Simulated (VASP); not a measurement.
## WS2: vibrations by perturbation theory with PBEsol

WS2, a slab with vacuum:

```
W S
1.0
     3.18352    0.00000    0.00000
    -1.59176    2.75701    0.00000
     0.00000    0.00000   16.95058
W S
1 2
Cartesian
  0.0000 0.0000 0.0000
  0.0000 1.8380 1.5595
  0.0000 1.8380 15.3911
```

| Item | Value |
| --- | --- |
| Program | VASP 6.6.1 |
| Task | vibrations by perturbation theory |
| Functional | PBEsol |
| Potentials or basis | VASP PAW PBE potentials, release 64 (W_sv, S) |
| Cutoff | 520 eV |
| k mesh | 8 × 8 × 2 |
| Occupations | gaussian, width 0.01 eV |
| Spin | no spin polarisation |
| Dipole correction | no |
| Further INCAR settings | ALGO = Normal; EDIFF = 1e-08; NBANDS = 20; IBRION = 8; NSW = 1 |

* Electronic dielectric tensor (diagonal): 5.63, 5.63, 1.43
* Born charges (mean of the diagonal): W -0.41; S +0.20 e
* Highest phonon frequency at Γ, LO-TO splitting left out: 430 cm⁻¹

Phonon frequencies in cm⁻¹ (negative: imaginary):
```
              q point                    frequencies
(0.000, 0.000, 0.000)  0 0 0 290 290 348 348 411 430
```

Electronic dielectric tensor:
```
5.63 0.00 0.00
0.00 5.63 0.00
0.00 0.00 1.43
```

Born effective charge tensors (e):
atom 1, W
```
-0.56  0.00  0.00
 0.00 -0.56  0.00
 0.00  0.00 -0.10
```
atom 2, S
```
0.28 0.00 0.00
0.00 0.28 0.00
0.00 0.00 0.05
```
atom 3, S
```
0.28 0.00 0.00
0.00 0.28 0.00
0.00 0.00 0.05
```

Run time: 11 min on 1 thread of Intel(R) Xeon(R) 6975P-C (Granite Rapids), on a shared host, peak memory 0.67 GiB.

Caveat: the cell stands under pressure or tension, which shifts response properties; there is no dipole correction, which matters where the two faces differ.
